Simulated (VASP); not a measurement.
## AlN: single point with r2SCAN

AlN:

```
CELL_PARAMETERS angstrom
3.13776 0.00000 0.00000
-1.56888 2.71738 0.00000
0.00000 0.00000 4.95093
ATOMIC_POSITIONS crystal
Al 0.33333 0.66667 0.99786
Al 0.66667 0.33333 0.49786
N 0.33333 0.66667 0.38214
N 0.66667 0.33333 0.88214
```

This cell differs from its parent crystal: in-plane strain +0.01, then relaxed in part.

```
Program             : VASP 6.6.1
Task                : single point
Functional          : r2SCAN
Potentials or basis : VASP PAW PBE potentials, release 64 (Al, N)
Cutoff              : 520 eV
k mesh              : 8 × 8 × 4
Occupations         : gaussian, width 0.01 eV
Spin                : no spin polarisation
```

```json
{"Pressure": "-3.5 GPa", "Band gap on the k mesh": "4.70 eV, direct"}
```

Forces in eV/Å, atoms in the order of the input:
```
Al   0.000  0.000 -0.003
Al   0.000  0.000 -0.003
N    0.000  0.000  0.003
N    0.000  0.000  0.003
```

Stress tensor (GPa, compression positive):
```
-5.12  0.00  0.00
 0.00 -5.12  0.00
 0.00  0.00 -0.37
```

Levels at points of the mesh, in eV from the valence-band top:
| k point | band 6 | band 7 | band 8 | band 9 | band 10 | band 11 |
| --- | --- | --- | --- | --- | --- | --- |
| (0.00, 0.00, 0.00) | -0.35 | -0.35 | 0.00 | 4.70 | 7.17 | 11.51 |
| (0.50, 0.00, 0.00) | -2.29 | -1.82 | -0.80 | 6.34 | 6.45 | 8.82 |
| (0.00, 0.00, 0.50) | -0.71 | -0.71 | -0.71 | 6.99 | 6.99 | 11.17 |
| (0.50, 0.00, 0.50) | -1.62 | -1.41 | -1.41 | 5.91 | 5.91 | 9.97 |

It took 66 s on 1 thread of Intel(R) Xeon(R) Platinum 8488C (Sapphire Rapids), on a shared host, peak memory 0.16 GiB.

Caveat: the cell differs from its parent crystal (in-plane strain +0.01, then relaxed in part); the PAW data sets were made with another functional, which shifts forces and pressure a little.
